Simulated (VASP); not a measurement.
# BN (F-43m) in VASP: further runs

Runs on BN. Level: PBE. Tasks: dielectric tensor, electric field gradients.

Program: VASP 6.6.1. These are calculated values, not measurements. Logs are shortened: lines on timing, memory, paths and dates and some standing lists are left out, and cuts for length are marked.

## 1. The cell of the first run

The structure is cubic, space group F-43m (No. 216). Conventional cell: a = 3.615 Å, b = 3.615 Å, c = 3.615 Å, α = 90.00°, β = 90.00°, γ = 90.00°. B (site symmetry -43m) has 4 N at 1.57 Å within 2.1 Å. N (site symmetry -43m) has 4 B at 1.57 Å within 2.1 Å.

## 2. Dielectric tensor, PBE

INCAR reads:

```
PREC = Accurate
ENCUT = 520
EDIFF = 1E-8
ISMEAR = 0
SIGMA = 0.01
LREAL = False
LASPH = True
NELM = 100
ALGO = Normal
ISIF = 2
LWAVE = False
LCHARG = False
GGA = PE
LEPSILON = True
```

KPOINTS reads:

```
regular mesh
0
Gamma
  13 13 13
```

POSCAR reads:

```
BN
1.0
    0.0000000000      1.8075000000      1.8075000000
    1.8075000000      0.0000000000      1.8075000000
    1.8075000000      1.8075000000      0.0000000000
B N
1 1
Direct
    0.0000000000      0.0000000000      0.0000000000
    0.2500000000      0.2500000000      0.2500000000
```

Potentials or basis: VASP PAW PBE potentials, release 64 (B, N).

Started as:

```console
cat potpaw_PBE.64/B/POTCAR potpaw_PBE.64/N/POTCAR > POTCAR
mpirun -np 1 vasp_std > vasp.out
```

OUTCAR:

```text
PREC = Accurate
   ENCUT = 520
   EDIFF = 1E-8
   ISMEAR = 0
   LREAL = False
   LASPH = True
   NELM = 100
   ISIF = 2
   GGA = PE
   LEPSILON = True

 ion  position               nearest neighbor table
   1  0.000  0.000  0.000-   2 1.57   2 1.57   2 1.57   2 1.57
   2  0.250  0.250  0.250-   1 1.57   1 1.57   1 1.57   1 1.57

  LATTYP: Found a face centered cubic cell.
 ALAT       =     3.6150000000

  Lattice vectors:

 A1 = (   0.0000000000,   1.8075000000,   1.8075000000)
 A2 = (   1.8075000000,   0.0000000000,   1.8075000000)
 A3 = (   1.8075000000,   1.8075000000,   0.0000000000)

Analysis of symmetry for initial positions (statically):
=====================================================================
 Subroutine PRICEL returns:
 Original cell was already a primitive cell.

 Routine SETGRP: Setting up the symmetry group for a
 face centered cubic supercell.

 Subroutine GETGRP returns: Found 24 space group operations
 (whereof 24 operations were pure point group operations)
 out of a pool of 48 trial point group operations.

The static configuration has the point symmetry T_d .

Analysis of symmetry for dynamics (positions and initial velocities):
=====================================================================
 Subroutine PRICEL returns:
 Original cell was already a primitive cell.

 Routine SETGRP: Setting up the symmetry group for a
 face centered cubic supercell.

 Subroutine GETGRP returns: Found 24 space group operations
 (whereof 24 operations were pure point group operations)
 out of a pool of 48 trial point group operations.

The dynamic configuration has the point symmetry T_d .

 Subroutine INISYM returns: Found 24 space group operations
 (whereof 24 operations are pure point group operations),
 and found     1 'primitive' translations

----------------------------------------------------------------------------------------

                                     Primitive cell

  volume of cell :      11.8104

  direct lattice vectors                    reciprocal lattice vectors
[... 417 lines left out ...]
     1.807500000  1.807500000  0.000000000     0.276625173  0.276625173 -0.276625173

 POSITION                                       TOTAL-FORCE (eV/Angst)
 -----------------------------------------------------------------------------------
      0.00000      0.00000      0.00000        -0.000000      0.000000      0.000000
      0.90375      0.90375      0.90375         0.000000     -0.000000     -0.000000
 -----------------------------------------------------------------------------------
    total drift:                                0.000000      0.000000      0.000000

  FREE ENERGIE OF THE ION-ELECTRON SYSTEM (eV)
  ---------------------------------------------------
  free  energy   TOTEN  =       -17.4497973609 eV

  energy  without entropy=      -17.4497973609  energy(sigma->0) =      -17.44979736

 HEAD OF MICROSCOPIC STATIC DIELECTRIC TENSOR (INDEPENDENT PARTICLE, excluding Hartree and local field effects)
 ------------------------------------------------------
           4.698863     0.000000    -0.000000
           0.000000     4.698863     0.000000
          -0.000000     0.000000     4.698863
 ------------------------------------------------------

 Free energy of the ion-electron system (eV)
  ---------------------------------------------------
  ---------------------------------------------------
  free energy    TOTEN  =        -0.12728069 eV

  energy without entropy =       -0.12728069

------------------------ aborting loop because EDIFF is reached ----------------------------------------

--------------------------------------- Ionic step        2  -------------------------------------------

------------------------ aborting loop because EDIFF is reached ----------------------------------------

--------------------------------------- Ionic step        3  -------------------------------------------

 Free energy of the ion-electron system (eV)
  ---------------------------------------------------
  ---------------------------------------------------
  free energy    TOTEN  =        -0.12728055 eV

  energy without entropy =       -0.12728055

------------------------ aborting loop because EDIFF is reached ----------------------------------------

 PIEZOELECTRIC TENSOR FIELD DIRECTION 3  (e Angst)
 -----------------------------------------------------------------------------
    -0.00032 -0.76513  0.00000           ( -0.00000 -0.00426  0.00000)
    -0.76513 -0.00032  0.00000           ( -0.00426 -0.00000  0.00000)
     0.00000  0.00000  0.00025           (  0.00000  0.00000 -0.00000)

 PIEZOELECTRIC TENSOR FIELD DIRECTION 3  (C/m^2)
 -----------------------------------------------------------------------------
    -0.00044 -1.03796  0.00000
    -1.03796 -0.00044  0.00000
     0.00000  0.00000  0.00034

 MACROSCOPIC STATIC DIELECTRIC TENSOR (including local field effects in DFT)
 ------------------------------------------------------
           4.605633     0.000000     0.000000
           0.000000     4.605633     0.000000
           0.000000    -0.000000     4.605633
 ------------------------------------------------------

 PIEZOELECTRIC TENSOR (including local field effects)  for field in x, y, z        (e  Angst)
          XX          YY          ZZ          XY          YZ          ZX
  --------------------------------------------------------------------------------
  x    -0.00000     0.00000    -0.00000     0.00000    -0.76547     0.00000
  y     0.00000     0.00000    -0.00000     0.00000     0.00000    -0.76547
  z     0.00000    -0.00000     0.00000    -0.76547     0.00000     0.00000

 PIEZOELECTRIC TENSOR (including local field effects)  for field in x, y, z        (C/m^2)
          XX          YY          ZZ          XY          YZ          ZX
  --------------------------------------------------------------------------------
  x    -0.00000     0.00000    -0.00000     0.00000    -1.03842     0.00000
  y     0.00000     0.00000    -0.00000     0.00000     0.00000    -1.03842
  z     0.00000    -0.00000     0.00000    -1.03842     0.00000     0.00000

 BORN EFFECTIVE CHARGES (including local field effects) (in |e|, cummulative output)
 ---------------------------------------------------------------------------------
 ion    1
    1     1.90728    -0.00000    -0.00000
    2     0.00000     1.90728     0.00000
    3    -0.00000    -0.00000     1.90728
 ion    2
    1    -1.90728     0.00000     0.00000
    2    -0.00000    -1.90728    -0.00000
    3     0.00000     0.00000    -1.90728
```

Run time: 2.6 min. Hardware: 1 thread of AMD EPYC 7R43 (Zen 3), shared host; peak memory 0.15 GiB.

Results:

```yaml
Band_gap_on_the_k_mesh: 4.53 eV (least direct gap 8.82 eV)
Electronic_dielectric_tensor_diagonal: 4.61
Born_charges_mean_of_the_diagonal: B +1.91; N -1.91 e
```

Levels at points of the mesh, in eV from the valence-band top:
```
           k point  band 1  band 2  band 3  band 4  band 5  band 6  band 7  band 8
(0.00, 0.00, 0.00)  -20.23    0.00    0.00    0.00    8.82    8.82    8.82   10.35
```

Electronic dielectric tensor:
```
4.61 0.00 0.00
0.00 4.61 0.00
0.00 0.00 4.61
```

Born effective charge tensors (e):
atom 1, B
```
1.91 0.00 0.00
0.00 1.91 0.00
0.00 0.00 1.91
```
atom 2, N
```
-1.91  0.00  0.00
 0.00 -1.91  0.00
 0.00  0.00 -1.91
```

Caveat: an odd mesh through Γ misses points on the zone boundary, where band edges can lie.

## 3. Electric field gradients, PBE

This run uses another cell than the first one: it holds 16 atoms, not 2.

INCAR reads:

```
  ALGO = Normal
  EDIFF = 1E-8
  ENCUT = 520
  GGA = PE
  ISIF = 2
  ISMEAR = 0
  LASPH = True
  LCHARG = False
  LEFG = True
  LREAL = Auto
  LWAVE = False
  NBANDS = 46
  NELM = 80
  PREC = Accurate
  SIGMA = 0.01
```

KPOINTS reads:

```
k-points
0
Gamma
  5 5 5
```

POSCAR reads:

```
BN
1.0
    0.0000000000      3.6150000000      3.6150000000
    3.6150000000      0.0000000000      3.6150000000
    3.6150000000      3.6150000000      0.0000000000
B N
8 8
Direct
    0.0000000000      0.0000000000      0.0000000000
    0.0000000000      0.0000000000      0.5000000000
    0.0000000000      0.5000000000      0.0000000000
    0.0000000000      0.5000000000      0.5000000000
    0.5000000000      0.0000000000      0.0000000000
    0.5000000000      0.0000000000      0.5000000000
    0.5000000000      0.5000000000      0.0000000000
    0.5000000000      0.5000000000      0.5000000000
    0.1250000000      0.1250000000      0.1250000000
    0.1250000000      0.1250000000      0.6250000000
    0.1250000000      0.6250000000      0.1250000000
    0.1250000000      0.6250000000      0.6250000000
    0.6250000000      0.1250000000      0.1250000000
    0.6250000000      0.1250000000      0.6250000000
    0.6250000000      0.6250000000      0.1250000000
    0.6250000000      0.6250000000      0.6250000000
```

Potentials or basis: VASP PAW PBE potentials, release 64 (B, N).

Started as:

```console
cat potpaw_PBE.64/B/POTCAR potpaw_PBE.64/N/POTCAR > POTCAR
mpirun -np 1 vasp_std > vasp.out
```

OUTCAR:

```text
EDIFF = 1E-8
   ENCUT = 520
   GGA = PE
   ISIF = 2
   ISMEAR = 0
   LASPH = True
   LREAL = Auto
   NELM = 80
   PREC = Accurate

 ion  position               nearest neighbor table
   1  0.000  0.000  0.000-   9 1.57  10 1.57  11 1.57  13 1.57
   2  0.000  0.000  0.500-   9 1.57  10 1.57  12 1.57  14 1.57
   3  0.000  0.500  0.000-   9 1.57  11 1.57  12 1.57  15 1.57
   4  0.000  0.500  0.500-  10 1.57  11 1.57  12 1.57  16 1.57
   5  0.500  0.000  0.000-   9 1.57  13 1.57  14 1.57  15 1.57
   6  0.500  0.000  0.500-  10 1.57  13 1.57  14 1.57  16 1.57
[... 8 lines left out ...]
  15  0.625  0.625  0.125-   3 1.57   5 1.57   7 1.57   8 1.57
  16  0.625  0.625  0.625-   4 1.57   6 1.57   7 1.57   8 1.57
[... 6 lines left out ...]
 A1 = (   0.0000000000,   3.6150000000,   3.6150000000)
 A2 = (   3.6150000000,   0.0000000000,   3.6150000000)
 A3 = (   3.6150000000,   3.6150000000,   0.0000000000)

Analysis of symmetry for initial positions (statically):
=====================================================================
 Subroutine PRICEL returns following result:

  LATTYP: Found a face centered cubic cell.
 ALAT       =     3.6150000000

  Lattice vectors:

[... 691 lines left out ...]
  free  energy   TOTEN  =      -139.6025478867 eV

  energy  without entropy=     -139.6025478867  energy(sigma->0) =     -139.60254789

 Electric field gradients (V/A^2)
---------------------------------------------------------------------
 ion       V_xx      V_yy      V_zz      V_xy      V_xz      V_yz
---------------------------------------------------------------------
   1       0.000    -0.000     0.000    -0.000    -0.000    -0.000
   2      -0.000    -0.000     0.000    -0.000    -0.000    -0.000
   3       0.000    -0.000     0.000    -0.000    -0.000    -0.000
   4       0.000    -0.000     0.000    -0.000    -0.000    -0.000
   5       0.000     0.000    -0.000    -0.000    -0.000    -0.000
   6      -0.000    -0.000     0.000    -0.000    -0.000    -0.000
[... 8 lines left out ...]
  15      -0.000     0.000    -0.000    -0.000    -0.000    -0.000
  16      -0.000     0.000     0.000    -0.000    -0.000    -0.000
---------------------------------------------------------------------

 Electric field gradients after diagonalization (V/A^2)
 (convention: |V_zz| > |V_xx| > |V_yy|)
----------------------------------------------------------------------
 ion       V_xx      V_yy      V_zz     asymmetry (V_yy - V_xx)/ V_zz
----------------------------------------------------------------------
   1       0.000     0.000    -0.000       0.000
   2       0.000     0.000    -0.000       0.000
   3       0.000     0.000    -0.000       0.000
   4       0.000     0.000    -0.000       0.000
   5       0.000     0.000    -0.000       0.000
   6       0.000     0.000    -0.000       0.000
[... 8 lines left out ...]
  15       0.000     0.000    -0.000       0.000
  16       0.000     0.000    -0.000       0.000
----------------------------------------------------------------------

           NMR quadrupolar parameters

 Cq : quadrupolar parameter    Cq=e*Q*V_zz/h
 eta: asymmetry parameters     (V_yy - V_xx)/ V_zz
 Q  : nuclear electric quadrupole moment in mb (millibarn)
----------------------------------------------------------------------
 ion       Cq(MHz)       eta       Q (mb)
----------------------------------------------------------------------
   1      -0.000       0.000       1.000
   2      -0.000       0.000       1.000
   3      -0.000       0.000       1.000
   4      -0.000       0.000       1.000
   5      -0.000       0.000       1.000
   6      -0.000       0.000       1.000
[... 8 lines left out ...]
  15      -0.000       0.000       1.000
  16      -0.000       0.000       1.000
----------------------------------------------------------------------
```

OSZICAR:

```text
N       E                     dE             d eps       ncg     rms          rms(c)
DAV:   1     0.251886712302E+03    0.25189E+03   -0.34583E+04   920   0.138E+03
DAV:   2    -0.132135149226E+03   -0.38402E+03   -0.36882E+03  1168   0.312E+02
DAV:   3    -0.147178821292E+03   -0.15044E+02   -0.14967E+02  1176   0.622E+01
DAV:   4    -0.147321603436E+03   -0.14278E+00   -0.14256E+00  1208   0.615E+00
DAV:   5    -0.147323460313E+03   -0.18569E-02   -0.18558E-02  1160   0.645E-01    0.190E+01
DAV:   6    -0.140261165311E+03    0.70623E+01   -0.19959E+01  1100   0.189E+01    0.903E+00
DAV:   7    -0.139720634058E+03    0.54053E+00   -0.11466E+00  1192   0.512E+00    0.549E+00
DAV:   8    -0.139607270189E+03    0.11336E+00   -0.31799E-01  1072   0.269E+00    0.505E-01
DAV:   9    -0.139601542200E+03    0.57280E-02   -0.15304E-02  1160   0.622E-01    0.256E-01
DAV:  10    -0.139602555639E+03   -0.10134E-02   -0.20394E-03  1176   0.226E-01    0.666E-02
DAV:  11    -0.139602552722E+03    0.29177E-05   -0.57375E-04  1122   0.104E-01    0.287E-02
DAV:  12    -0.139602547085E+03    0.56362E-05   -0.56881E-05  1192   0.370E-02    0.640E-03
DAV:  13    -0.139602547760E+03   -0.67490E-06   -0.12904E-06  1184   0.598E-03    0.229E-03
DAV:  14    -0.139602547876E+03   -0.11597E-06   -0.94025E-08  1184   0.137E-03    0.380E-04
DAV:  15    -0.139602547900E+03   -0.23299E-07   -0.18157E-08   808   0.610E-04    0.262E-04
DAV:  16    -0.139602547889E+03    0.10053E-07   -0.14552E-09   728   0.272E-04    0.124E-04
DAV:  17    -0.139602547887E+03    0.27412E-08   -0.11008E-10   712   0.655E-05
   1 F= -.13960255E+03 E0= -.13960255E+03  d E =-.339414E-17
```

stdout:

```text
POSCAR found type information on POSCAR B N
 POSCAR found :  2 types and      16 ions
 scaLAPACK will be used
 LDA part: xc-table for (Slater+PW92), standard interpolation
 POSCAR, INCAR and KPOINTS ok, starting setup
 FFT: planning ... GRIDC
 FFT: planning ... GRID_SOFT
 FFT: planning ... GRID
 WAVECAR not read
 entering main loop
ion   1

ion   2

ion   3

ion   4

ion   5

ion   6

ion   7

ion   8

ion   9

ion  10

ion  11

ion  12

ion  13

ion  14

ion  15

ion  16
```

Run time: 2.2 min. Hardware: 1 thread of AMD EPYC 7R43 (Zen 3), shared host; peak memory 0.21 GiB.

What came out:

| Item | Value |
| --- | --- |
| Free energy | -139.6025 eV |
| Pressure | 3.3 GPa |
| Band gap on the k mesh | 4.46 eV |
| Largest electric field gradient by atom | zero within the noise of the run |

Levels at points of the mesh, in eV from the valence-band top:
```
           k point  band 29  band 30  band 31  band 32  band 33  band 34  band 35  band 36
(0.00, 0.00, 0.00)    -1.94     0.00     0.00     0.00     4.46     4.46     4.46     8.82
```

Caveat: the cell stands under pressure; an odd mesh through Γ misses points on the zone boundary, where band edges can lie.
